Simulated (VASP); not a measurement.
A run of VASP 6.6.1:

The input INCAR:

```
PREC = Accurate
ENCUT = 520
EDIFF = 1E-6
ISMEAR = -1
SIGMA = 0.05
LREAL = F
LASPH = T
NELM = 100
ALGO = Fast
ISIF = 2
LWAVE = F
LCHARG = F
GGA = PS
NBANDS = 24
```

The input KPOINTS:

```
Automatic mesh
0
Gamma
  12 12 12
```

Contents of POSCAR:

```
MoPd2
1.0
   -1.3549727921      1.9453823695      4.0582108812
    1.3549727921     -1.9453823695      4.0582108812
    1.3549727921      1.9453823695     -4.0582108812
Pd Mo
2 1
Direct
    0.6652031200      0.6652031200      0.0000000000
    0.3347968800      0.3347968800      0.0000000000
    0.0000000000      0.0000000000      0.0000000000
```

Potentials or basis: VASP PAW PBE potentials, release 64 (Pd, Mo_sv).

Launch:

```bash
$ cat potpaw_PBE.64/Pd/POTCAR potpaw_PBE.64/Mo_sv/POTCAR > POTCAR
$ mpirun -np 1 vasp_std > vasp.out
```

Hardware: 1 thread of Intel Xeon 8259CL, on a shared host.

**Question.** Estimate the wall time of this run.

**Answer.** It took 11 min on 1 thread of Intel Xeon 8259CL, on a shared host, peak memory 0.42 GiB. Counts: scf iterations 14, k points 280.
